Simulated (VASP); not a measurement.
# ZrSiRu4 (F-43m) in VASP: further runs

The runs below take ZrSiRu4 through single point, relaxation of cell and atoms, with PBE.

Program: VASP 6.6.1. These are calculated values, not measurements. Logs are shortened: lines on timing, memory, paths and dates and some standing lists are left out, and cuts for length are marked.

**1. The cell of the first run**

Symmetry: F-43m, No. 216, cubic system. The conventional cell has a = 6.885 Å, b = 6.885 Å, c = 6.885 Å, α = 90.00°, β = 90.00°, γ = 90.00°. Zr (site symmetry -43m) has 12 Ru at 2.86 Å and 4 Si at 2.98 Å within 3.8 Å. Si (site symmetry -43m) has 12 Ru at 2.85 Å and 4 Zr at 2.98 Å within 3.8 Å. Within 3.2 Å of Ru (site symmetry 3m) lie 6 Ru at 2.42 to 2.45 Å and 3 Si at 2.85 Å and 3 Zr at 2.86 Å.

**2. Single point, PBE**

Input file INCAR:

```
SYSTEM = ZrSiRu4
PREC = Accurate ; ENCUT = 520
EDIFF = 1E-6 ; ISMEAR = 0
SIGMA = 0.1 ; LREAL = .False.
LASPH = .True. ; NELM = 100
ALGO = Fast ; ISIF = 2
LWAVE = .False. ; LCHARG = .False.
GGA = PE ; NBANDS = 45
```

Input file KPOINTS:

```
Automatic mesh
0
Gamma
  4 4 4
  0 0 0
```

Input file POSCAR:

```
ZrSiRu4
1.0
    0.0000000000      3.4427042900      3.4427042900
    3.4427042900      0.0000000000      3.4427042900
    3.4427042900      3.4427042900      0.0000000000
Zr Si Ru
1 1 4
Direct
    0.5000000000      0.5000000000      0.5000000000
    0.2500000000      0.2500000000      0.2500000000
    0.3721128700      0.8759623800      0.8759623800
    0.8759623800      0.3721128700      0.8759623800
    0.8759623800      0.8759623800      0.3721128700
    0.8759623800      0.8759623800      0.8759623800
```

Potentials or basis: VASP PAW PBE potentials, release 64 (Zr_sv, Si, Ru_pv).

Launch:

```sh
$ cat potpaw_PBE.64/Zr_sv/POTCAR potpaw_PBE.64/Si/POTCAR potpaw_PBE.64/Ru_pv/POTCAR > POTCAR
$ mpirun -np 1 vasp_std > vasp.out
```

OUTCAR:

```text
SYSTEM = ZrSiRu4
   PREC = Accurate
   ENCUT = 520
   EDIFF = 1E-6
   ISMEAR = 0
   LREAL = .False.
   LASPH = .True.
   NELM = 100
   ISIF = 2
   GGA = PE

 ion  position               nearest neighbor table
   1  0.500  0.500  0.500-   3 2.86   4 2.86   3 2.86   5 2.86   4 2.86   5 2.86   6 2.86   6 2.86
                             6 2.86   3 2.86   4 2.86   5 2.86   2 2.98   2 2.98   2 2.98   2 2.98
   2  0.250  0.250  0.250-   3 2.85   4 2.85   5 2.85   6 2.85   6 2.85   6 2.85   3 2.85   4 2.85
                             4 2.85   3 2.85   5 2.85   5 2.85   1 2.98   1 2.98   1 2.98   1 2.98
   3  0.372  0.876  0.876-   4 2.42   5 2.42   6 2.42   6 2.45   5 2.45   4 2.45   2 2.85   2 2.85
                             2 2.85   1 2.86   1 2.86   1 2.86
   4  0.876  0.372  0.876-   3 2.42   5 2.42   6 2.42   5 2.45   6 2.45   3 2.45   2 2.85   2 2.85
                             2 2.85   1 2.86   1 2.86   1 2.86
   5  0.876  0.876  0.372-   3 2.42   4 2.42   6 2.42   6 2.45   4 2.45   3 2.45   2 2.85   2 2.85
                             2 2.85   1 2.86   1 2.86   1 2.86
   6  0.876  0.876  0.876-   3 2.42   4 2.42   5 2.42   5 2.45   4 2.45   3 2.45   2 2.85   2 2.85
                             2 2.85   1 2.86   1 2.86   1 2.86

  LATTYP: Found a face centered cubic cell.
 ALAT       =     6.8854085800

  Lattice vectors:

 A1 = (   0.0000000000,   3.4427042900,   3.4427042900)
 A2 = (   3.4427042900,   0.0000000000,   3.4427042900)
 A3 = (   3.4427042900,   3.4427042900,   0.0000000000)

Analysis of symmetry for initial positions (statically):
=====================================================================
 Subroutine PRICEL returns:
 Original cell was already a primitive cell.

 Routine SETGRP: Setting up the symmetry group for a
 face centered cubic supercell.

 Subroutine GETGRP returns: Found 24 space group operations
 (whereof 24 operations were pure point group operations)
 out of a pool of 48 trial point group operations.

The static configuration has the point symmetry T_d .

Analysis of symmetry for dynamics (positions and initial velocities):
=====================================================================
 Subroutine PRICEL returns:
 Original cell was already a primitive cell.

 Routine SETGRP: Setting up the symmetry group for a
 face centered cubic supercell.

 Subroutine GETGRP returns: Found 24 space group operations
 (whereof 24 operations were pure point group operations)
 out of a pool of 48 trial point group operations.

The dynamic configuration has the point symmetry T_d .

 Subroutine INISYM returns: Found 24 space group operations
 (whereof 24 operations are pure point group operations),
 and found     1 'primitive' translations

----------------------------------------------------------------------------------------

                                     Primitive cell

  volume of cell :      81.6073

  direct lattice vectors                    reciprocal lattice vectors
     0.000000000  3.442704290  3.442704290    -0.145234664  0.145234664  0.145234664
     3.442704290  0.000000000  3.442704290     0.145234664 -0.145234664  0.145234664
     3.442704290  3.442704290  0.000000000     0.145234664  0.145234664 -0.145234664

  length of vectors
     4.868719098  4.868719098  4.868719098     0.251553817  0.251553817  0.251553817

  position of ions in fractional coordinates (direct lattice)
     0.500000000  0.500000000  0.500000000
     0.250000000  0.250000000  0.250000000
     0.372112870  0.875962380  0.875962380
     0.875962380  0.372112870  0.875962380
     0.875962380  0.875962380  0.372112870
     0.875962380  0.875962380  0.875962380

  ion indices of the primitive-cell ions
   primitive index   ion index
                 1           1
                 2           2
                 3           3
                 4           4
                 5           5
                 6           6

----------------------------------------------------------------------------------------

 KPOINTS: Automatic mesh

Automatic generation of k-mesh.
 Grid dimensions read from file:
 generate k-points for:    4    4    4

 Generating k-lattice:

  Cartesian coordinates                     Fractional coordinates (reciprocal lattice)
    -0.036308666  0.036308666  0.036308666     0.250000000  0.000000000  0.000000000
     0.036308666 -0.036308666  0.036308666     0.000000000  0.250000000  0.000000000
     0.036308666  0.036308666 -0.036308666     0.000000000  0.000000000  0.250000000

  Length of vectors
     0.062888454  0.062888454  0.062888454

  Shift w.r.t. Gamma in fractional coordinates (k-lattice)
     0.000000000  0.000000000  0.000000000

 Subroutine IBZKPT returns following result:
 ===========================================

 Found      8 irreducible k-points:

 Following reciprocal coordinates:
            Coordinates               Weight
  0.000000  0.000000  0.000000      1.000000
  0.250000  0.000000  0.000000      8.000000
  0.500000  0.000000  0.000000      4.000000
  0.250000  0.250000  0.000000      6.000000
  0.500000  0.250000  0.000000     24.000000
 -0.250000  0.250000  0.000000     12.000000
  0.500000  0.500000  0.000000      3.000000
 -0.250000  0.500000  0.250000      6.000000
   k-points           NKPTS =      8   k-points in BZ     NKDIM =      8   number of bands    NBANDS=     45
   number of dos      NEDOS =    301   number of ions     NIONS =      6
   total plane-waves  NPLWV =  46656
   dimension x,y,z NGX =    36 NGY =   36 NGZ =   36
   dimension x,y,z NGXF=    72 NGYF=   72 NGZF=   72
   ions per type =               1   1   4
   NGX,Y,Z   is equivalent  to a cutoff of  12.29, 12.29, 12.29 a.u.
   NGXF,Y,Z  is equivalent  to a cutoff of  24.58, 24.58, 24.58 a.u.
 SYSTEM =  ZrSiRu4
   PREC   = accura    normal or accurate (medium, high low for compatibility)
   ISTART =      0    job   : 0-new  1-cont  2-samecut
   ICHARG =      2    charge: 1-file 2-atom 10-const
   ISPIN  =      1    spin polarized calculation?
   LNONCOLLINEAR =      F non collinear calculations
   LSORBIT =      F    spin-orbit coupling
   LASPH  =      T    aspherical Exc in radial PAW
   ENCUT  =  520.0 eV  38.22 Ry    6.18 a.u.   9.05  9.05  9.05*2*pi/ulx,y,z
   NELM   =    100;   NELMIN=  2; NELMDL= -5     # of ELM steps
   EDIFF  = 0.1E-05   stopping-criterion for ELM
   LREAL  =      F    real-space projection
   EDIFFG = 0.1E-04   stopping-criterion for IOM
   NSW    =      0    number of steps for IOM
   IBRION =     -1    ionic relax: 0-MD 1-quasi-New 2-CG
   NFREE  =      0    steps in history (QN), initial steepest desc. (CG)
   ISIF   =      2    stress and relaxation
   ISYM   =      2    0-nonsym 1-usesym 2-fastsym
   POTIM  = 0.5000    time-step for ionic-motion
   TEBEG  =    0.0;   TEEND  =   0.0 temperature during run
   PSTRESS=    0.0 pullay stress
   NELECT =      72.0000    total number of electrons
   NUPDOWN=      -1.0000    fix difference up-down
   EMIN   =  10.00;   EMAX   =-10.00  energy-range for DOS
   EFERMI =   0.00;   METHOD = LEGACY
   ISMEAR =     0;   SIGMA  =   0.10  broadening in eV -4-tet -1-fermi 0-gaus
   EFERMI_NEDOS =   21; number of points for ismear=-14 and -15
   IALGO  =     68    algorithm
   IMIX   =      4    mixing-type and parameters
     AMIX     =   0.40;   BMIX     =  1.00
     AMIX_MAG =   1.60;   BMIX_MAG =  1.00
  volume/ion in A,a.u.               =      13.60        91.79
  Fermi-wavevector in a.u.,A,eV,Ry     =   1.570155  2.967163 33.543636  2.465388
  Thomas-Fermi vector in A             =   2.671931
   LORBIT       =      0    0 simple, 1 ext, 2 COOP (PROOUT), +10 PAW based schemes
   GGA     = PE    functional components
   LHFCALC =     F    Hartree Fock is set to
   AEXX    =    0.0000 exact exchange contribution
   IVDW    =     0    specifies the selected vdW correction
   LEPSILON=     F    determine dielectric tensor
   LRPA    =     F    only Hartree local field effects (RPA)
 non-spin polarized calculation
 RMM-DIIS sequential band-by-band and
 Gauss-broadening in eV      SIGMA  =   0.10
  energy-cutoff  :      520.00
  volume of cell :       81.61
 maximum number of plane-waves:      2209
   NGX = 19   NGY = 19   NGZ = 19

 number of electron      71.9999996 magnetization

 Free energy of the ion-electron system (eV)
  ---------------------------------------------------
  ext. energy  EPLUGINS =         0.00000000
  ---------------------------------------------------
  free energy    TOTEN  =       -49.10963614 eV

  energy without entropy =      -49.07727566  energy(sigma->0) =      -49.09345590

 E-fermi :  13.4881     XC(G=0): -13.5427

 val. band max:       13.3863330896   @ k =   0.0000   0.0000   0.0000
 cond. band min:      13.5293351581   @ k =   0.5000   0.2500   0.0000
 fundamental gap:      0.1430020685
 Fermi energy:        13.4880625047

 k-point     1 :       0.0000    0.0000    0.0000
  band No.  band energies     occupation
      1     -34.9550      2.00000
      2     -31.2446      2.00000
      3     -30.1029      2.00000
      4     -30.1029      2.00000
      5     -30.1029      2.00000
      6     -29.7177      2.00000
[... 37 lines left out ...]
     44      17.9750      0.00000
     45      18.4272      0.00000

 k-point     2 :       0.2500    0.0000    0.0000
  band No.  band energies     occupation
      1     -34.9575      2.00000
      2     -31.0674      2.00000
      3     -30.0497      2.00000
      4     -30.0245      2.00000
      5     -30.0245      2.00000
      6     -29.6638      2.00000
[... 37 lines left out ...]
     44      16.9783      0.00000
     45      17.5028      0.00000

 k-point     3 :       0.5000    0.0000    0.0000
  band No.  band energies     occupation
      1     -34.9600      2.00000
      2     -30.8579      2.00000
      3     -29.9546      2.00000
      4     -29.9546      2.00000
      5     -29.8547      2.00000
      6     -29.6047      2.00000
[... 229 lines left out ...]
     44      17.2914      0.00000
     45      17.2926      0.00000

 k-point     8 :      -0.2500    0.5000    0.2500
  band No.  band energies     occupation
      1     -34.9618      2.00000
      2     -30.4619      2.00000
      3     -30.3566      2.00000
      4     -29.7928      2.00000
      5     -29.7496      2.00000
      6     -29.5677      2.00000
[... 37 lines left out ...]
     44      16.8245      0.00000
     45      17.1338      0.00000

------------------------ aborting loop because EDIFF is reached ----------------------------------------

  FORCE on cell =-STRESS in cart. coord.  units (eV):
  Direction    XX          YY          ZZ          XY          YZ          ZX
  --------------------------------------------------------------------------------------
  -------------------------------------------------------------------------------------
  Total       21.5392668     21.5392668     21.5392668      0.0000000      0.0000000     -0.0000000
  in kB      422.8753219    422.8753219    422.8753219      0.0000000      0.0000000     -0.0000000
  external PRESSURE =     422.8753219 kB  Pullay stress =       0.0000000 kB

 VOLUME and BASIS-vectors are now :
 -----------------------------------------------------------------------------
  energy-cutoff  :      520.00
  volume of cell :       81.61
      direct lattice vectors                 reciprocal lattice vectors
     0.000000000  3.442704290  3.442704290    -0.145234664  0.145234664  0.145234664
     3.442704290  0.000000000  3.442704290     0.145234664 -0.145234664  0.145234664
     3.442704290  3.442704290  0.000000000     0.145234664  0.145234664 -0.145234664

 POSITION                                       TOTAL-FORCE (eV/Angst)
 -----------------------------------------------------------------------------------
      3.44270      3.44270      3.44270        -0.000000      0.000000      0.000000
      1.72135      1.72135      1.72135        -0.000000      0.000000      0.000000
      6.03136      4.29675      4.29675         0.056278     -0.056278     -0.056278
      4.29675      6.03136      4.29675        -0.056278      0.056278     -0.056278
      4.29675      4.29675      6.03136        -0.056278     -0.056278      0.056278
      6.03136      6.03136      6.03136         0.056278      0.056278      0.056278
 -----------------------------------------------------------------------------------
    total drift:                               -0.000068     -0.000068     -0.000068

  FREE ENERGIE OF THE ION-ELECTRON SYSTEM (eV)
  ---------------------------------------------------
  free  energy   TOTEN  =       -49.1096361423 eV

  energy  without entropy=      -49.0772756608  energy(sigma->0) =      -49.09345590
```

It took 29 s on 1 thread of Intel Xeon Platinum 8488C (Sapphire Rapids), shared host; peak memory 0.21 GiB.

What came out:

```
Free energy            : -49.1096 eV
Pressure               : 42.3 GPa
Largest force          : 0.097 eV/Å
Band gap on the k mesh : zero (band 36 reaches 13.63 eV, above the bottom of band 37 at 13.27 eV)
```

Forces in eV/Å, atoms in the order of the input:
```
Zr   0.000  0.000  0.000
Si   0.000  0.000  0.000
Ru   0.056 -0.056 -0.056
Ru  -0.056  0.056 -0.056
Ru  -0.056 -0.056  0.056
Ru   0.056  0.056  0.056
```

Levels at points of the mesh, in eV from the Fermi level:
```
           k point  band 33  band 34  band 35  band 36  band 37  band 38  band 39  band 40
(0.00, 0.00, 0.00)    -0.15    -0.15    -0.15    -0.10    -0.10    -0.10     0.74     0.74
(0.50, 0.00, 0.00)    -0.47    -0.47    -0.34     0.15     0.15     0.76     1.01     1.01
(0.50, 0.50, 0.00)    -2.47    -2.38    -0.76    -0.26    -0.22    -0.22     0.10     1.24
```

Caveat: the k points lie up to 0.40 Å⁻¹ apart.

[end of part 1 of 2]
